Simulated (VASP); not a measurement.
A run of VASP 6.6.1:

File INCAR:

```
PREC = Accurate
ENCUT = 520
EDIFF = 1E-7
ISMEAR = 0
SIGMA = 0.15
LREAL = False
LASPH = True
NELM = 60
ALGO = Normal
ISIF = 2
LWAVE = False
LCHARG = False
GGA = CA
NBANDS = 28
```

Contents of KPOINTS:

```
Automatic mesh
0
Gamma
  12 12 10
```

Contents of POSCAR:

```
SnO
1.0
    3.8944538384      0.0000000000      0.0000000000
    0.0000000000      3.8944538384      0.0000000000
    0.0000000000      0.0000000000      4.5296392595
Sn O
2 2
Direct
    0.0000000000      0.5000000000      0.2457459271
    0.5000000000      0.0000000000      0.7542540729
    0.0000000000      0.0000000000      0.0000000000
    0.5000000000      0.5000000000      0.0000000000
```

Potentials or basis: VASP PAW LDA potentials, release 64 (Sn_d, O).

Command:

```console
$ cat potpaw_LDA.64/Sn_d/POTCAR potpaw_LDA.64/O/POTCAR > POTCAR
$ mpirun -np 1 vasp_std > vasp.out
```

Hardware: 1 thread of Intel(R) Xeon(R) 6975P-C (Granite Rapids), on a shared host.

Q: How long does it take, and how much memory?

A: It took 2.2 min on 1 thread of Intel(R) Xeon(R) 6975P-C (Granite Rapids) (shared host), peak memory 0.36 GiB. Counts: scf iterations 14, k points 168.
